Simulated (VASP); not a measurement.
**CdTe: single point with PBE**

CdTe:

```
CELL_PARAMETERS angstrom
0.00000 3.27990 3.27990
3.27990 0.00000 3.27990
3.27990 3.27990 0.00000
ATOMIC_POSITIONS crystal
Cd 0.00000 0.00000 0.00000
Te 0.25000 0.25000 0.25000
```

* Program: VASP 6.6.1
* Task: single point
* Functional: PBE
* Potentials or basis: VASP PAW PBE potentials, release 64 (Cd, Te)
* Cutoff: 520 eV
* k mesh: 4 × 4 × 4
* Occupations: gaussian, width 0.01 eV
* Spin: no spin polarisation

| Item | Value |
| --- | --- |
| Pressure | 1.3 GPa |
| Band gap on the k mesh | 0.65 eV |

Levels at points of the mesh, in eV from the valence-band top:
```tsv
k point	band 6	band 7	band 8	band 9	band 10	band 11	band 12	band 13
(0.00, 0.00, 0.00)	-7.97	0.00	0.00	0.00	0.65	4.61	4.61	4.61
(0.50, 0.00, 0.00)	-7.64	-4.23	-0.73	-0.73	1.77	5.18	5.18	7.04
(0.50, 0.50, 0.00)	-7.51	-4.15	-1.75	-1.75	2.66	2.67	8.65	8.93
```

Wall time 12 s on 1 thread of AMD EPYC 7R13 Processor (Zen 3) (shared host), peak memory 0.17 GiB.

Caveat: spin-orbit coupling is left out, which moves the levels of the heavy elements.
